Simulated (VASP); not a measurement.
# Ca3Mn (Pm-3m) in VASP: further runs

Runs on Ca3Mn. Level: PBE. Tasks: single point, relaxation of cell and atoms.

Everything below comes from runs of VASP 6.6.1. Logs are shortened: lines on timing, memory, paths and dates and some standing lists are left out, and cuts for length are marked.

### Step 1. The cell of the first run

It takes space group Pm-3m (No. 221, cubic). Conventional cell: a = 5.111 Å, b = 5.111 Å, c = 5.111 Å, α = 90.00°, β = 90.00°, γ = 90.00°. Within 4.7 Å of Ca (site symmetry 4/mmm) lie 8 Ca at 3.61 Å and 4 Mn at 3.61 Å. Mn (site symmetry m-3m) has 12 Ca at 3.61 Å within 4.7 Å.

### Step 2. Single point, PBE, collinear spin, ferromagnetic start

File INCAR:

```
  PREC = Accurate
  ENCUT = 520
  EDIFF = 1E-7
  ISMEAR = 0
  SIGMA = 0.1
  LREAL = F
  LASPH = T
  NELM = 150
  ALGO = Fast
  ISIF = 2
  LWAVE = F
  LCHARG = F
  ISPIN = 2
  MAGMOM = 0 0 0 4.31
  LORBIT = 11
  LMAXMIX = 4
  GGA = PE
  NBANDS = 34
```

File KPOINTS:

```
regular mesh
0
Gamma
  4 4 4
```

File POSCAR:

```
Ca3Mn
1.0
    5.1106245652      0.0000000000      0.0000000000
    0.0000000000      5.1106245652      0.0000000000
    0.0000000000      0.0000000000      5.1106245652
Ca Mn
3 1
Direct
    0.0000000000      0.5000000000      0.5000000000
    0.5000000000      0.0000000000      0.5000000000
    0.5000000000      0.5000000000      0.0000000000
    0.0000000000      0.0000000000      0.0000000000
```

Potentials or basis: VASP PAW PBE potentials, release 64 (Ca_sv, Mn_pv).

Command:

```bash
> cat potpaw_PBE.64/Ca_sv/POTCAR potpaw_PBE.64/Mn_pv/POTCAR > POTCAR
> mpirun -np 1 vasp_std > vasp.out
```

OUTCAR:

```text
PREC = Accurate
   ENCUT = 520
   EDIFF = 1E-7
   ISMEAR = 0
   LREAL = F
   LASPH = T
   NELM = 150
   ISIF = 2
   ISPIN = 2
   LORBIT = 11
   GGA = PE

 ion  position               nearest neighbor table
   1  0.000  0.500  0.500-
   2  0.500  0.000  0.500-
   3  0.500  0.500  0.000-
   4  0.000  0.000  0.000-

  LATTYP: Found a simple cubic cell.
 ALAT       =     5.1106245652

  Lattice vectors:

 A1 = (   5.1106245652,   0.0000000000,   0.0000000000)
 A2 = (   0.0000000000,   5.1106245652,   0.0000000000)
 A3 = (   0.0000000000,   0.0000000000,   5.1106245652)

Analysis of symmetry for initial positions (statically):
=====================================================================
 Subroutine PRICEL returns:
 Original cell was already a primitive cell.

 Routine SETGRP: Setting up the symmetry group for a
 simple cubic supercell.

 Subroutine GETGRP returns: Found 48 space group operations
 (whereof 48 operations were pure point group operations)
 out of a pool of 48 trial point group operations.

The static configuration has the point symmetry O_h .

Analysis of symmetry for dynamics (positions and initial velocities):
=====================================================================
 Subroutine PRICEL returns:
 Original cell was already a primitive cell.

 Routine SETGRP: Setting up the symmetry group for a
 simple cubic supercell.

 Subroutine GETGRP returns: Found 48 space group operations
 (whereof 48 operations were pure point group operations)
 out of a pool of 48 trial point group operations.

The dynamic configuration has the point symmetry O_h .

Analysis of structural, dynamic, and magnetic symmetry:
=====================================================================
 Subroutine PRICEL returns:
 Original cell was already a primitive cell.

 Routine SETGRP: Setting up the symmetry group for a
 simple cubic supercell.

 Subroutine GETGRP returns: Found 48 space group operations
 (whereof 48 operations were pure point group operations)
 out of a pool of 48 trial point group operations.

The overall configuration has the point symmetry O_h .

 Subroutine INISYM returns: Found 48 space group operations
 (whereof 48 operations are pure point group operations),
 and found     1 'primitive' translations

----------------------------------------------------------------------------------------

                                     Primitive cell

  volume of cell :     133.4818

  direct lattice vectors                    reciprocal lattice vectors
     5.110624565  0.000000000  0.000000000     0.195670801  0.000000000  0.000000000
     0.000000000  5.110624565  0.000000000     0.000000000  0.195670801  0.000000000
     0.000000000  0.000000000  5.110624565     0.000000000  0.000000000  0.195670801

  length of vectors
     5.110624565  5.110624565  5.110624565     0.195670801  0.195670801  0.195670801

  position of ions in fractional coordinates (direct lattice)
     0.000000000  0.500000000  0.500000000
     0.500000000  0.000000000  0.500000000
     0.500000000  0.500000000  0.000000000
     0.000000000  0.000000000  0.000000000

  ion indices of the primitive-cell ions
   primitive index   ion index
                 1           1
                 2           2
                 3           3
                 4           4

----------------------------------------------------------------------------------------

 KPOINTS: regular mesh

Automatic generation of k-mesh.
 Grid dimensions read from file:
 generate k-points for:    4    4    4

 Generating k-lattice:

  Cartesian coordinates                     Fractional coordinates (reciprocal lattice)
     0.048917700  0.000000000  0.000000000     0.250000000  0.000000000  0.000000000
     0.000000000  0.048917700  0.000000000     0.000000000  0.250000000  0.000000000
     0.000000000  0.000000000  0.048917700     0.000000000  0.000000000  0.250000000

  Length of vectors
     0.048917700  0.048917700  0.048917700

  Shift w.r.t. Gamma in fractional coordinates (k-lattice)
     0.000000000  0.000000000  0.000000000

 Subroutine IBZKPT returns following result:
 ===========================================

 Found     10 irreducible k-points:

 Following reciprocal coordinates:
            Coordinates               Weight
  0.000000  0.000000  0.000000      1.000000
  0.250000  0.000000  0.000000      6.000000
  0.500000  0.000000  0.000000      3.000000
  0.250000  0.250000  0.000000     12.000000
  0.500000  0.250000  0.000000     12.000000
  0.500000  0.500000  0.000000      3.000000
  0.250000  0.250000  0.250000      8.000000
  0.500000  0.250000  0.250000     12.000000
  0.500000  0.500000  0.250000      6.000000
  0.500000  0.500000  0.500000      1.000000
   k-points           NKPTS =     10   k-points in BZ     NKDIM =     10   number of bands    NBANDS=     34
   number of dos      NEDOS =    301   number of ions     NIONS =      4
   total plane-waves  NPLWV =  64000
   dimension x,y,z NGX =    40 NGY =   40 NGZ =   40
   dimension x,y,z NGXF=    80 NGYF=   80 NGZF=   80
   ions per type =               3   1
   NGX,Y,Z   is equivalent  to a cutoff of  13.01, 13.01, 13.01 a.u.
   NGXF,Y,Z  is equivalent  to a cutoff of  26.02, 26.02, 26.02 a.u.
 SYSTEM =  unknown system
   PREC   = accura    normal or accurate (medium, high low for compatibility)
   ISTART =      0    job   : 0-new  1-cont  2-samecut
   ICHARG =      2    charge: 1-file 2-atom 10-const
   ISPIN  =      2    spin polarized calculation?
   LNONCOLLINEAR =      F non collinear calculations
   LSORBIT =      F    spin-orbit coupling
   LASPH  =      T    aspherical Exc in radial PAW
   ENCUT  =  520.0 eV  38.22 Ry    6.18 a.u.   9.50  9.50  9.50*2*pi/ulx,y,z
   NELM   =    150;   NELMIN=  2; NELMDL= -5     # of ELM steps
   EDIFF  = 0.1E-06   stopping-criterion for ELM
   LREAL  =      F    real-space projection
   EDIFFG = 0.1E-05   stopping-criterion for IOM
   NSW    =      0    number of steps for IOM
   IBRION =     -1    ionic relax: 0-MD 1-quasi-New 2-CG
   NFREE  =      0    steps in history (QN), initial steepest desc. (CG)
   ISIF   =      2    stress and relaxation
   ISYM   =      2    0-nonsym 1-usesym 2-fastsym
   POTIM  = 0.5000    time-step for ionic-motion
   TEBEG  =    0.0;   TEEND  =   0.0 temperature during run
   PSTRESS=    0.0 pullay stress
   NELECT =      43.0000    total number of electrons
   NUPDOWN=      -1.0000    fix difference up-down
   EMIN   =  10.00;   EMAX   =-10.00  energy-range for DOS
   EFERMI =   0.00;   METHOD = LEGACY
   ISMEAR =     0;   SIGMA  =   0.10  broadening in eV -4-tet -1-fermi 0-gaus
   EFERMI_NEDOS =   21; number of points for ismear=-14 and -15
   IALGO  =     68    algorithm
   IMIX   =      4    mixing-type and parameters
     AMIX     =   0.40;   BMIX     =  1.00
     AMIX_MAG =   1.60;   BMIX_MAG =  1.00
  volume/ion in A,a.u.               =      33.37       225.19
  Fermi-wavevector in a.u.,A,eV,Ry     =   1.122252  2.120749 17.135848  1.259449
  Thomas-Fermi vector in A             =   2.258911
   LORBIT       =     11    0 simple, 1 ext, 2 COOP (PROOUT), +10 PAW based schemes
   GGA     = PE    functional components
   LHFCALC =     F    Hartree Fock is set to
   AEXX    =    0.0000 exact exchange contribution
   IVDW    =     0    specifies the selected vdW correction
   LEPSILON=     F    determine dielectric tensor
   LRPA    =     F    only Hartree local field effects (RPA)
 spin polarized calculation
 RMM-DIIS sequential band-by-band and
 Gauss-broadening in eV      SIGMA  =   0.10
  energy-cutoff  :      520.00
  volume of cell :      133.48
 maximum number of plane-waves:      3695
 NGX is ok and might be reduce to    40
   NGX = 19   NGY = 19   NGZ = 19

 number of electron      43.0000007 magnetization       4.2365881

 Free energy of the ion-electron system (eV)
  ---------------------------------------------------
  ext. energy  EPLUGINS =         0.00000000
  ---------------------------------------------------
  free energy    TOTEN  =       -13.42258220 eV

  energy without entropy =      -13.40495886  energy(sigma->0) =      -13.41377053

 E-fermi :   2.7251     XC(G=0):  -8.4730

 val. band max:        2.7067795470   @ k =   0.5000   0.2500   0.2500
 cond. band min:       2.8173384959   @ k =   0.5000   0.2500   0.2500
 fundamental gap:      0.1105589490
 Fermi energy:         2.7251192120

 spin component 1

 k-point     1 :       0.0000    0.0000    0.0000
  band No.  band energies     occupation
      1     -47.9406      1.00000
      2     -47.9406      1.00000
      3     -47.9406      1.00000
      4     -38.9016      1.00000
      5     -38.8631      1.00000
      6     -38.8631      1.00000
[... 25 lines left out ...]
     32       6.2822      0.00000
     33       6.2822      0.00000

 k-point     2 :       0.2500    0.0000    0.0000
  band No.  band energies     occupation
      1     -47.9406      1.00000
      2     -47.9406      1.00000
      3     -47.9406      1.00000
      4     -38.8967      1.00000
      5     -38.8680      1.00000
      6     -38.8631      1.00000
[... 25 lines left out ...]
     32       6.2755      0.00000
     33       6.3182      0.00000
[... 250 lines left out ...]
     32       5.8860      0.00000
     33       6.0665      0.00000

 k-point    10 :       0.5000    0.5000    0.5000
  band No.  band energies     occupation
      1     -47.9406      1.00000
      2     -47.9406      1.00000
      3     -47.9406      1.00000
      4     -38.8757      1.00000
      5     -38.8757      1.00000
      6     -38.8757      1.00000
[... 25 lines left out ...]
     32       6.0142      0.00000
     33       6.0142      0.00000
 Fermi energy:         2.7251192120

 spin component 2

 k-point     1 :       0.0000    0.0000    0.0000
  band No.  band energies     occupation
      1     -43.5913      1.00000
      2     -43.5913      1.00000
      3     -43.5913      1.00000
      4     -38.9228      1.00000
      5     -38.8841      1.00000
      6     -38.8841      1.00000
[... 25 lines left out ...]
     32       6.4874      0.00000
     33       6.4879      0.00000

 k-point     2 :       0.2500    0.0000    0.0000
  band No.  band energies     occupation
      1     -43.5913      1.00000
      2     -43.5912      1.00000
      3     -43.5912      1.00000
      4     -38.9178      1.00000
      5     -38.8890      1.00000
      6     -38.8840      1.00000
[... 25 lines left out ...]
     32       6.3761      0.00000
     33       6.4193      0.00000
[... 250 lines left out ...]
     32       6.1903      0.00000
     33       6.1948      0.00000

 k-point    10 :       0.5000    0.5000    0.5000
  band No.  band energies     occupation
      1     -43.5913      1.00000
      2     -43.5913      1.00000
      3     -43.5913      1.00000
      4     -38.8967      1.00000
      5     -38.8967      1.00000
      6     -38.8967      1.00000
[... 25 lines left out ...]
     32       6.2156      0.00000
     33       6.2157      0.00000
 [bands above 33 left out]

------------------------ aborting loop because EDIFF is reached ----------------------------------------

  FORCE on cell =-STRESS in cart. coord.  units (eV):
  Direction    XX          YY          ZZ          XY          YZ          ZX
  --------------------------------------------------------------------------------------
  -------------------------------------------------------------------------------------
  Total        0.0812796      0.0812796      0.0812796      0.0000000      0.0000000      0.0000000
  in kB        0.9755963      0.9755963      0.9755963      0.0000000      0.0000000      0.0000000
  external PRESSURE =       0.9755963 kB  Pullay stress =       0.0000000 kB

 VOLUME and BASIS-vectors are now :
 -----------------------------------------------------------------------------
  energy-cutoff  :      520.00
  volume of cell :      133.48
      direct lattice vectors                 reciprocal lattice vectors
     5.110624565  0.000000000  0.000000000     0.195670801  0.000000000  0.000000000
     0.000000000  5.110624565  0.000000000     0.000000000  0.195670801  0.000000000
     0.000000000  0.000000000  5.110624565     0.000000000  0.000000000  0.195670801

 POSITION                                       TOTAL-FORCE (eV/Angst)
 -----------------------------------------------------------------------------------
      0.00000      2.55531      2.55531         0.000000      0.000000      0.000000
      2.55531      0.00000      2.55531         0.000000      0.000000      0.000000
      2.55531      2.55531      0.00000         0.000000      0.000000      0.000000
      0.00000      0.00000      0.00000         0.000000      0.000000      0.000000
 -----------------------------------------------------------------------------------
    total drift:                               -0.000000     -0.000000     -0.000000

  FREE ENERGIE OF THE ION-ELECTRON SYSTEM (eV)
  ---------------------------------------------------
  free  energy   TOTEN  =       -13.4225821982 eV

  energy  without entropy=      -13.4049588597  energy(sigma->0) =      -13.41377053

 total charge

# of ion       s       p       d       tot
------------------------------------------
    1        2.085   5.836   0.192   8.114
    2        2.085   5.836   0.192   8.114
    3        2.085   5.836   0.192   8.114
    4        0.335   6.107   4.831  11.273
--------------------------------------------------
tot          6.590  23.616   5.407  35.614

 magnetization (x)

# of ion       s       p       d       tot
------------------------------------------
    1       -0.005  -0.003  -0.015  -0.023
    2       -0.005  -0.003  -0.015  -0.023
    3       -0.005  -0.003  -0.015  -0.023
    4        0.057   0.032   4.055   4.144
--------------------------------------------------
tot          0.041   0.024   4.009   4.074
```

Wall time 2.2 min (1 thread of Intel Xeon 6975P-C (Granite Rapids), shared host); peak memory 0.31 GiB.

Results:

```yaml
Free_energy: -13.4226 eV
Pressure: 0.1 GPa
Net_moment: 4.24 μB per cell
Site_moments: Ca -0.02; Mn +4.14 μB
Valence_electrons_inside_the_program's_atomic_spheres: Ca 8.11; Mn 11.27
```

Levels at points of the mesh, in eV from the Fermi level:
Spin up:
| k point | band 20 | band 21 | band 22 | band 23 | band 24 | band 25 | band 26 | band 27 | band 28 | band 29 |
| --- | --- | --- | --- | --- | --- | --- | --- | --- | --- | --- |
| (0.00, 0.00, 0.00) | -3.08 | -3.08 | -1.19 | 0.85 | 0.85 | 1.09 | 1.09 | 1.09 | 1.21 | 1.21 |
| (0.50, 0.00, 0.00) | -3.05 | -2.82 | -2.81 | -0.05 | 0.50 | 0.50 | 1.43 | 1.74 | 1.75 | 1.75 |
| (0.50, 0.50, 0.00) | -2.88 | -2.60 | -1.56 | -1.56 | -0.96 | 0.58 | 1.19 | 1.64 | 1.64 | 2.19 |
| (0.50, 0.50, 0.50) | -2.89 | -2.53 | -0.17 | -0.17 | -0.17 | -0.14 | -0.14 | -0.14 | 0.16 | 2.62 |
Spin down:
| k point | band 15 | band 16 | band 17 | band 18 | band 19 | band 20 | band 21 | band 22 | band 23 | band 24 |
| --- | --- | --- | --- | --- | --- | --- | --- | --- | --- | --- |
| (0.00, 0.00, 0.00) | -22.54 | -4.53 | -0.95 | -0.72 | -0.72 | 0.14 | 0.14 | 0.14 | 1.32 | 1.32 |
| (0.50, 0.00, 0.00) | -22.56 | -3.12 | -2.82 | -0.20 | -0.02 | 0.35 | 0.35 | 0.47 | 0.67 | 0.67 |
| (0.50, 0.50, 0.00) | -22.54 | -2.07 | -1.56 | -1.56 | -1.36 | 0.42 | 0.43 | 0.43 | 0.74 | 0.78 |
| (0.50, 0.50, 0.50) | -22.54 | -1.78 | -0.97 | -0.97 | -0.97 | -0.10 | -0.10 | -0.10 | 0.20 | 0.70 |

(Continued in part 2 of 2.)
